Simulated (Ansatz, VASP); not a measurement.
# Two plane-wave programs on AlN

Contents of INCAR:

```
SYSTEM = AlN
PREC = Accurate
ENCUT = 520
EDIFF = 1E-6
ISMEAR = 0
SIGMA = 0.01
LREAL = .FALSE.
LASPH = .TRUE.
NELM = 80
ALGO = Normal
ISIF = 2
LWAVE = .FALSE.
LCHARG = .FALSE.
GGA = PE
NBANDS = 26
```

The input KPOINTS:

```
regular mesh
0
G
  9 9 2
  0 0 0
```

Contents of POSCAR:

```
AlN
1.0
    3.1515866632      0.0000000000      0.0000000000
   -1.5757933316      2.7293541126      0.0000000000
    0.0000000000      0.0000000000     10.2115484410
Al N
4 4
Direct
    0.0000000000      0.0000000000     -0.0012519071
    0.3333333333      0.6666666667      0.2498316789
    0.0000000000      0.0000000000      0.4987480929
    0.6666666667      0.3333333333      0.7498316789
    0.0000000000      0.0000000000      0.1882172311
    0.3333333333      0.6666666667      0.4382029971
    0.0000000000      0.0000000000      0.6882172311
    0.6666666667      0.3333333333      0.9382029971
```

Input for Ansatz:

```yaml
crystal:
  lattice:
    - [3.1515866632, 0.0, 0.0]
    - [-1.5757933316, 2.7293541126, 0.0]
    - [0.0, 0.0, 10.211548441]
  atoms:
    - { symbol: Al, position: [0.0, 0.0, -0.0012519071] }
    - { symbol: Al, position: [0.3333333333, 0.6666666667, 0.2498316789] }
    - { symbol: Al, position: [0.0, 0.0, 0.4987480929] }
    - { symbol: Al, position: [0.6666666667, 0.3333333333, 0.7498316789] }
    - { symbol: "N", position: [0.0, 0.0, 0.1882172311] }
    - { symbol: "N", position: [0.3333333333, 0.6666666667, 0.4382029971] }
    - { symbol: "N", position: [0.0, 0.0, 0.6882172311] }
    - { symbol: "N", position: [0.6666666667, 0.3333333333, 0.9382029971] }
kpoints:
  mp_grid: { grid: [9, 9, 2] }
hamiltonian:
  xc: pbe
scf:
  occupations: { method: fixed }
  n_extra_bands: 6
output:
  forces: true
  stress: true
  eigenvalues: true
```

Alike in both runs: task single point; functional PBE; k mesh 9 × 9 × 2; no spin polarisation.

|  | VASP | Ansatz |
| --- | --- | --- |
| version | VASP 6.6.1 | Ansatz 0.2.0 |
| potentials or method | VASP PAW PBE potentials, release 64 (Al, N) | plane waves, PAW |
| plane-wave cutoff (eV) | 520 | 420 |
| occupations | gaussian, width 0.01 eV | fixed |
| valence electrons in the cell | 32 | 32 |

|  | VASP | Ansatz | Ansatz less VASP |
| --- | --- | --- | --- |
| gap on the k mesh at the Fermi level (eV) | 3.76 | 3.75 | -0.008 |
| pressure (GPa) | -5.6 | -5.4 | +0.27 |
| traceless stress, the component that is largest in VASP (GPa) | 0.12 | 0.11 | -0.015 |
| rms of the force components (eV/Å) | 0.003 | 0.003 | -0.0001 |

Atom by atom the forces differ by 0.000 eV/Å (rms over components).
